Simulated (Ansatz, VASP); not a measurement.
Two plane-wave programs on Sc4InSb

```xyz
6
Lattice="4.8444 0.0000 0.0000 0.0000 4.8444 0.0000 0.0000 0.0000 6.7928" Properties=species:S:1:pos:R:3 pbc="T T T"
Sc    2.4222    0.0000    1.7235
Sc    2.4222    0.0000    5.0693
Sc    0.0000    2.4222    5.0693
Sc    0.0000    2.4222    1.7235
In    0.0000    0.0000    3.3964
Sb    2.4222    2.4222    0.0000
```

Change from the starting cell: species swapped into the CaSnF4 type (P4/mmm, No. 123).

Alike in both runs: functional PBE; k mesh 4 × 4 × 4; occupations gaussian, width 0.1 eV; no spin polarisation.

Ansatz relaxed the structure, and its values are those at the end. VASP's run is a single point on that final structure, the one shown.

|  | VASP | Ansatz |
| --- | --- | --- |
| version | VASP 6.6.1 | Ansatz 0.2.0 |
| potentials or method | VASP PAW PBE potentials, release 64 (Sc_sv, In_d, Sb), cutoff 520 eV | scalar-relativistic, plane waves, PAW |
| valence electrons in the cell | 62 | 72 |

|  | VASP | Ansatz | Ansatz less VASP |
| --- | --- | --- | --- |
| gap on the k mesh at the Fermi level (eV) | none | none | - |
| pressure (GPa) | 0.3 | 0.2 | -0.10 |

A gap of «none» marks a metal or a gap that the smearing closes. VASP's potentials hold 62 valence electrons a cell and Ansatz's 72, so a difference there can come from the potentials and not from the codes.

Neither program's run includes spin-orbit coupling.
